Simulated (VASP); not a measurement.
# Cu: relaxation of cell and atoms with LDA

Cu:

```xyz
1
Lattice="0.0000 1.8149 1.8149 1.8149 0.0000 1.8149 1.8149 1.8149 0.0000" Properties=species:S:1:pos:R:3 pbc="T T T"
Cu    0.0000    0.0000    0.0000
```

* Program: VASP 6.6.1
* Task: relaxation of cell and atoms
* Functional: LDA
* Potentials or basis: VASP PAW LDA potentials, release 64 (Cu)
* Cutoff: 600 eV
* k mesh: 20 × 20 × 20
* Occupations: gaussian, width 0.1 eV
* Spin: no spin polarisation
* Dipole correction: no
* Further INCAR settings: ALGO = Normal; EDIFF = 1e-07; IBRION = 2; EDIFFG = -0.005; NSW = 70; ISIF = 3

The relaxed volume is 10.94 Å³/atom and the relaxed cell is a = 2.492 Å, b = 2.492 Å, c = 2.492 Å, α = 60.00°, β = 60.00°, γ = 60.00°. The space group after relaxing (to 0.05 Å) is Fm-3m (No. 225). The energy gained by relaxing is 45.6 meV/atom and the ionic steps are 3. The pressure after relaxing is -0.1 GPa.

The path:
```csv
step,energy change (eV),largest force (eV/Å),pressure (GPa),volume (Å³)
1,0.0000,0.0000,-13.10,11.96
2,-0.0248,0.0000,11.85,10.34
3,-0.0456,0.0000,-0.07,10.94
```

Final structure:
```
Cu
1.0
     0.00000    1.76205    1.76205
     1.76205    0.00000    1.76205
     1.76205    1.76205    0.00000
Cu
1
Direct
  0.00000 0.00000 0.00000
```

Levels at points of the mesh, in eV from the Fermi level:
```
           k point  band 3  band 4  band 5  band 6  band 7  band 8  band 9
(0.00, 0.00, 0.00)   -3.29   -3.29   -2.35   -2.35   23.31   26.39   26.39
(0.50, 0.00, 0.00)   -3.32   -1.71   -1.71   -1.18    4.15   21.79   23.15
(0.50, 0.50, 0.00)   -1.72   -1.55   -1.55    1.46    7.69   13.63   13.63
```

Run time: 2.6 min on 1 thread of Intel Xeon 8259CL, on a shared host, peak memory 0.17 GiB.

LDA usually gives volumes a few per cent too small. Zero-point motion and thermal expansion aren't in these numbers.
